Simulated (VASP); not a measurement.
# KSrCl3 (Pm-3m) in VASP: further runs

Aim: see how the results for KSrCl3 move with the level of theory and the settings. Levels: PBEsol, LDA, r2SCAN. Tasks: single point.

All numbers are computed with VASP 6.6.1; they aren't measurements. Logs are shortened: lines on timing, memory, paths and dates and some standing lists are left out, and cuts for length are marked.

## (1) The cell of the first run

It takes space group Pm-3m (No. 221, cubic). The conventional cell has a = 5.636 Å, b = 5.636 Å, c = 5.636 Å, α = 90.00°, β = 90.00°, γ = 90.00°. K (site symmetry m-3m) has 12 Cl at 3.99 Å and 8 Sr at 4.88 Å within 5.2 Å. Within 3.7 Å of Sr (site symmetry m-3m) lie 6 Cl at 2.82 Å. Within 3.7 Å of Cl (site symmetry 4/mmm) lie 2 Sr at 2.82 Å.

## (2) Single point, PBEsol

INCAR

```
SYSTEM = KSrCl3
PREC = Accurate
ENCUT = 520
EDIFF = 1E-7
ISMEAR = 0
SIGMA = 0.01
LREAL = .FALSE.
LASPH = .TRUE.
NELM = 100
ALGO = Normal
ISIF = 2
LWAVE = .FALSE.
LCHARG = .TRUE.
GGA = PS
LELF = .TRUE.
LVHAR = .TRUE.
NBANDS = 28
```

KPOINTS

```
regular mesh
0
G
  4 4 4
  0 0 0
```

POSCAR

```
KSrCl3
1.0
    5.6362001317      0.0000000000      0.0000000000
    0.0000000000      5.6362001317      0.0000000000
    0.0000000000      0.0000000000      5.6362001317
K Sr Cl
1 1 3
Direct
    0.0000000000      0.0000000000      0.0000000000
    0.5000000000      0.5000000000      0.5000000000
    0.5000000000      0.5000000000      0.0000000000
    0.5000000000      0.0000000000      0.5000000000
    0.0000000000      0.5000000000      0.5000000000
```

Potentials or basis: VASP PAW PBE potentials, release 64 (K_sv, Sr_sv, Cl).

Run with:

```sh
$ cat potpaw_PBE.64/K_sv/POTCAR potpaw_PBE.64/Sr_sv/POTCAR potpaw_PBE.64/Cl/POTCAR > POTCAR
$ mpirun -np 1 vasp_std > vasp.out
```

OUTCAR:

```text
SYSTEM = KSrCl3
   PREC = Accurate
   ENCUT = 520
   EDIFF = 1E-7
   ISMEAR = 0
   LREAL = .FALSE.
   LASPH = .TRUE.
   NELM = 100
   ISIF = 2
   GGA = PS

 ion  position               nearest neighbor table
   1  0.000  0.000  0.000-
   2  0.500  0.500  0.500-   3 2.82   4 2.82   5 2.82   3 2.82   4 2.82   5 2.82
   3  0.500  0.500  0.000-   2 2.82   2 2.82
   4  0.500  0.000  0.500-   2 2.82   2 2.82
   5  0.000  0.500  0.500-   2 2.82   2 2.82

  LATTYP: Found a simple cubic cell.
 ALAT       =     5.6362001317

  Lattice vectors:

 A1 = (   5.6362001317,   0.0000000000,   0.0000000000)
 A2 = (   0.0000000000,   5.6362001317,   0.0000000000)
 A3 = (   0.0000000000,   0.0000000000,   5.6362001317)

Analysis of symmetry for initial positions (statically):
=====================================================================
 Subroutine PRICEL returns:
 Original cell was already a primitive cell.

 Routine SETGRP: Setting up the symmetry group for a
 simple cubic supercell.

 Subroutine GETGRP returns: Found 48 space group operations
 (whereof 48 operations were pure point group operations)
 out of a pool of 48 trial point group operations.

The static configuration has the point symmetry O_h .

Analysis of symmetry for dynamics (positions and initial velocities):
=====================================================================
 Subroutine PRICEL returns:
 Original cell was already a primitive cell.

 Routine SETGRP: Setting up the symmetry group for a
 simple cubic supercell.

 Subroutine GETGRP returns: Found 48 space group operations
 (whereof 48 operations were pure point group operations)
 out of a pool of 48 trial point group operations.

The dynamic configuration has the point symmetry O_h .

 Subroutine INISYM returns: Found 48 space group operations
 (whereof 48 operations are pure point group operations),
 and found     1 'primitive' translations

----------------------------------------------------------------------------------------

                                     Primitive cell

  volume of cell :     179.0438

  direct lattice vectors                    reciprocal lattice vectors
     5.636200132  0.000000000  0.000000000     0.177424502  0.000000000  0.000000000
     0.000000000  5.636200132  0.000000000     0.000000000  0.177424502  0.000000000
[... 76 lines left out ...]
   EDIFF  = 0.1E-06   stopping-criterion for ELM
   LREAL  =      F    real-space projection
   EDIFFG = 0.1E-05   stopping-criterion for IOM
   NSW    =      0    number of steps for IOM
   IBRION =     -1    ionic relax: 0-MD 1-quasi-New 2-CG
   NFREE  =      0    steps in history (QN), initial steepest desc. (CG)
   ISIF   =      2    stress and relaxation
   ISYM   =      2    0-nonsym 1-usesym 2-fastsym
   POTIM  = 0.5000    time-step for ionic-motion
   TEBEG  =    0.0;   TEEND  =   0.0 temperature during run
   PSTRESS=    0.0 pullay stress
   NELECT =      40.0000    total number of electrons
   NUPDOWN=      -1.0000    fix difference up-down
   EMIN   =  10.00;   EMAX   =-10.00  energy-range for DOS
   EFERMI =   0.00;   METHOD = LEGACY
   ISMEAR =     0;   SIGMA  =   0.01  broadening in eV -4-tet -1-fermi 0-gaus
   EFERMI_NEDOS =   21; number of points for ismear=-14 and -15
   IALGO  =     38    algorithm
   IMIX   =      4    mixing-type and parameters
     AMIX     =   0.40;   BMIX     =  1.00
     AMIX_MAG =   1.60;   BMIX_MAG =  1.00
  volume/ion in A,a.u.               =      35.81       241.65
  Fermi-wavevector in a.u.,A,eV,Ry     =   0.993364  1.877186 13.425849  0.986772
  Thomas-Fermi vector in A             =   2.125241
   LORBIT       =      0    0 simple, 1 ext, 2 COOP (PROOUT), +10 PAW based schemes
   GGA     = PS    functional components
   LHFCALC =     F    Hartree Fock is set to
   AEXX    =    0.0000 exact exchange contribution
   IVDW    =     0    specifies the selected vdW correction
   LEPSILON=     F    determine dielectric tensor
   LRPA    =     F    only Hartree local field effects (RPA)
 non-spin polarized calculation
 Gauss-broadening in eV      SIGMA  =   0.01
  energy-cutoff  :      520.00
  volume of cell :      179.04
 maximum number of plane-waves:      4842
 NGX is ok and might be reduce to    42
   NGX = 21   NGY = 21   NGZ = 21

 number of electron      40.0000001 magnetization

 Free energy of the ion-electron system (eV)
  ---------------------------------------------------
  ext. energy  EPLUGINS =         0.00000000
  ---------------------------------------------------
  free energy    TOTEN  =       -19.80893918 eV

  energy without entropy =      -19.80893918  energy(sigma->0) =      -19.80893918

 E-fermi :  -1.5891     XC(G=0):  -7.2690

 val. band max:       -1.7290084778   @ k =   0.5000   0.5000   0.5000
 cond. band min:       2.6832049353   @ k =   0.0000   0.0000   0.0000
 fundamental gap:      4.4122134131
 Fermi energy:        -1.5891058561

 k-point     1 :       0.0000    0.0000    0.0000
  band No.  band energies     occupation
      1     -33.7734      2.00000
      2     -30.2522      2.00000
      3     -15.9358      2.00000
      4     -15.9358      2.00000
      5     -15.9358      2.00000
      6     -14.2733      2.00000
[... 299 lines left out ...]
     27       6.6296      0.00000
     28       7.5106      0.00000

------------------------ aborting loop because EDIFF is reached ----------------------------------------

  FORCE on cell =-STRESS in cart. coord.  units (eV):
  Direction    XX          YY          ZZ          XY          YZ          ZX
  --------------------------------------------------------------------------------------
  -------------------------------------------------------------------------------------
  Total       -0.5705742     -0.5705742     -0.5705742     -0.0000000      0.0000000     -0.0000000
  in kB       -5.1057965     -5.1057965     -5.1057965     -0.0000000      0.0000000     -0.0000000
  external PRESSURE =      -5.1057965 kB  Pullay stress =       0.0000000 kB

 VOLUME and BASIS-vectors are now :
 -----------------------------------------------------------------------------
  energy-cutoff  :      520.00
  volume of cell :      179.04
      direct lattice vectors                 reciprocal lattice vectors
     5.636200132  0.000000000  0.000000000     0.177424502  0.000000000  0.000000000
     0.000000000  5.636200132  0.000000000     0.000000000  0.177424502  0.000000000
     0.000000000  0.000000000  5.636200132     0.000000000  0.000000000  0.177424502

 POSITION                                       TOTAL-FORCE (eV/Angst)
 -----------------------------------------------------------------------------------
      0.00000      0.00000      0.00000         0.000000      0.000000      0.000000
      2.81810      2.81810      2.81810         0.000000      0.000000      0.000000
      2.81810      2.81810      0.00000         0.000000      0.000000      0.000000
      2.81810      0.00000      2.81810         0.000000      0.000000      0.000000
      0.00000      2.81810      2.81810         0.000000      0.000000      0.000000
 -----------------------------------------------------------------------------------
    total drift:                                0.000000     -0.000000     -0.000000

  FREE ENERGIE OF THE ION-ELECTRON SYSTEM (eV)
  ---------------------------------------------------
  free  energy   TOTEN  =       -19.8089391794 eV

  energy  without entropy=      -19.8089391794  energy(sigma->0) =      -19.80893918
```

OSZICAR:

```text
N       E                     dE             d eps       ncg     rms          rms(c)
DAV:   1     0.286251792981E+03    0.28625E+03   -0.17706E+04   560   0.124E+03
DAV:   2     0.452998670198E+01   -0.28172E+03   -0.27273E+03   740   0.278E+02
DAV:   3    -0.199641488100E+02   -0.24494E+02   -0.24415E+02   816   0.776E+01
DAV:   4    -0.205486432156E+02   -0.58449E+00   -0.58318E+00   868   0.115E+01
DAV:   5    -0.205738126590E+02   -0.25169E-01   -0.25167E-01   812   0.140E+00    0.196E+01
DAV:   6    -0.199373243338E+02    0.63649E+00   -0.11650E+00   684   0.421E+00    0.123E+01
DAV:   7    -0.198248461315E+02    0.11248E+00   -0.72739E-01   820   0.366E+00    0.167E+00
DAV:   8    -0.198099092247E+02    0.14937E-01   -0.96038E-02   748   0.138E+00    0.377E-01
DAV:   9    -0.198088829014E+02    0.10263E-02   -0.72375E-03   752   0.470E-01    0.162E-01
DAV:  10    -0.198087992140E+02    0.83687E-04   -0.38065E-03   772   0.387E-01    0.692E-02
DAV:  11    -0.198089096484E+02   -0.11043E-03   -0.72918E-04   800   0.129E-01    0.419E-02
DAV:  12    -0.198089337667E+02   -0.24118E-04   -0.34506E-05   768   0.325E-02    0.134E-02
DAV:  13    -0.198089382685E+02   -0.45018E-05   -0.44881E-06   728   0.121E-02    0.528E-03
DAV:  14    -0.198089391157E+02   -0.84717E-06   -0.11381E-06   748   0.611E-03    0.240E-03
DAV:  15    -0.198089391794E+02   -0.63734E-07   -0.76822E-08   636   0.176E-03
   1 F= -.19808939E+02 E0= -.19808939E+02  d E =-.262447E-88
```

stdout:

```text
POSCAR found type information on POSCAR K SrCl
 POSCAR found :  3 types and       5 ions
 scaLAPACK will be used
 -----------------------------------------------------------------------------
|                                                                             |
|                                                                             |
|     You enforced a specific xc type in the INCAR file but a different       |
|     I HOPE YOU KNOW WHAT YOU ARE DOING!                                     |
|                                                                             |
 -----------------------------------------------------------------------------

 LDA part: xc-table for (Slater+PW92), standard interpolation
 POSCAR, INCAR and KPOINTS ok, starting setup
 FFT: planning ... GRIDC
 FFT: planning ... GRID_SOFT
 FFT: planning ... GRID
 WAVECAR not read
 entering main loop
```

It took 42 s on 1 thread of Intel Xeon Platinum 8375C at 2.90GHz (Ice Lake), shared host; peak memory 0.27 GiB.

What came out:

| Quantity | Value |
| --- | --- |
| Free energy | -19.8089 eV |
| Pressure | -0.5 GPa |
| Band gap on the k mesh | 4.41 eV (least direct gap 4.62 eV) |

Caveat: the PAW data sets were made with another functional, which shifts forces and pressure a little. A k mesh can miss the band edges.

## (3) Single point, LDA

INCAR

```
SYSTEM = KSrCl3
PREC = Accurate
ENCUT = 520
EDIFF = 1E-6
ISMEAR = 0
SIGMA = 0.01
LREAL = .FALSE.
LASPH = .TRUE.
NELM = 80
ALGO = Normal
ISIF = 2
LWAVE = .FALSE.
LCHARG = .TRUE.
GGA = CA
LELF = .TRUE.
LVHAR = .TRUE.
NBANDS = 28
```

KPOINTS

```
Automatic mesh
0
G
  4 4 4
  0 0 0
```

POSCAR is that of step 2.

Potentials or basis: VASP PAW LDA potentials, release 64 (K_sv, Sr_sv, Cl).

Run with:

```sh
$ cat potpaw_LDA.64/K_sv/POTCAR potpaw_LDA.64/Sr_sv/POTCAR potpaw_LDA.64/Cl/POTCAR > POTCAR
$ mpirun -np 1 vasp_std > vasp.out
```

Wall time 32 s (1 thread of Intel Xeon Platinum 8375C at 2.90GHz (Ice Lake), shared host); peak memory 0.24 GiB.

Results (log left out):

| Property | Result |
| --- | --- |
| Free energy | -20.6032 eV |
| Pressure | -1.7 GPa |
| Band gap on the k mesh | 4.12 eV (least direct gap 4.33 eV) |

Levels at points of the mesh, in eV from the valence-band top:
```csv
k point,band 16,band 17,band 18,band 19,band 20,band 21,band 22,band 23,band 24,band 25
"(0.00, 0.00, 0.00)",-0.43,-0.43,-0.22,-0.22,-0.22,4.12,5.80,5.80,5.80,6.71
"(0.50, 0.00, 0.00)",-0.71,-0.71,-0.53,-0.29,-0.29,5.75,6.01,6.04,6.98,6.98
"(0.50, 0.50, 0.00)",-0.72,-0.67,-0.67,-0.67,-0.01,6.46,7.09,7.09,7.24,7.24
"(0.50, 0.50, 0.50)",-1.35,-1.35,0.00,0.00,0.00,5.74,7.01,7.01,7.01,8.18
```

## (4) Single point, r2SCAN

POSCAR is that of step 3.

INCAR.step1

```
SYSTEM = KSrCl3
PREC     = Accurate       ! precision mode
ENCUT    = 520            ! plane-wave cutoff, eV
ISMEAR   = 0              ! smearing method
SIGMA    = 0.01           ! smearing width, eV
LREAL    = .False.        ! projectors in reciprocal space
LASPH    = .True.         ! aspherical terms in the spheres
NELM     = 60             ! most SCF steps
NBANDS   = 28             ! bands
GGA      = PE             ! functional
ALGO     = Normal         ! electronic algorithm
EDIFF    = 1E-4           ! SCF threshold, eV
LWAVE    = .True.         ! write WAVECAR
LCHARG   = .False.        ! write CHGCAR
```

INCAR.step2

```
SYSTEM = KSrCl3
PREC     = Accurate       ! precision mode
ENCUT    = 520            ! plane-wave cutoff, eV
EDIFF    = 1E-6           ! SCF threshold, eV
ISMEAR   = 0              ! smearing method
SIGMA    = 0.01           ! smearing width, eV
LREAL    = .False.        ! projectors in reciprocal space
LASPH    = .True.         ! aspherical terms in the spheres
NELM     = 60             ! most SCF steps
ALGO     = Normal         ! electronic algorithm
ISIF     = 2              ! what is computed and relaxed
LWAVE    = .False.        ! write WAVECAR
LCHARG   = .False.        ! write CHGCAR
METAGGA  = R2SCAN         ! meta-GGA
LMIXTAU  = .True.       
NBANDS   = 28             ! bands
ISTART   = 1
```

KPOINTS

```
Automatic mesh
0
Gamma
  4 4 4
  0 0 0
```

Potentials or basis: VASP PAW PBE potentials, release 64 (K_sv, Sr_sv, Cl).

Run with:

```sh
$ cat potpaw_PBE.64/K_sv/POTCAR potpaw_PBE.64/Sr_sv/POTCAR potpaw_PBE.64/Cl/POTCAR > POTCAR
$ cp INCAR.step1 INCAR
$ mpirun -np 1 vasp_std > vasp.out
$ cp INCAR.step2 INCAR
$ mpirun -np 1 vasp_std > vasp.out
```

It took 2 min on 1 thread of Intel Xeon Platinum 8375C at 2.90GHz (Ice Lake), shared host; peak memory 0.31 GiB.

The run converged. Its results:

| Quantity | Value |
| --- | --- |
| Free energy | -51.6415 eV |
| Pressure | 0.0 GPa |
| Band gap on the k mesh | 5.19 eV (least direct gap 5.41 eV) |

Levels at points of the mesh, in eV from the valence-band top:
```csv
k point,band 18,band 19,band 20,band 21,band 22,band 23
"(0.00, 0.00, 0.00)",-0.21,-0.21,-0.21,5.19,6.71,6.71
"(0.50, 0.00, 0.00)",-0.51,-0.28,-0.28,6.81,6.94,7.07
"(0.50, 0.50, 0.00)",-0.64,-0.64,-0.01,7.60,8.01,8.01
"(0.50, 0.50, 0.50)",0.00,0.00,0.00,6.86,8.05,8.05
```

Caveat: the PAW data sets were made with another functional, which shifts forces and pressure a little.

(Part 1 of 2 ends here.)
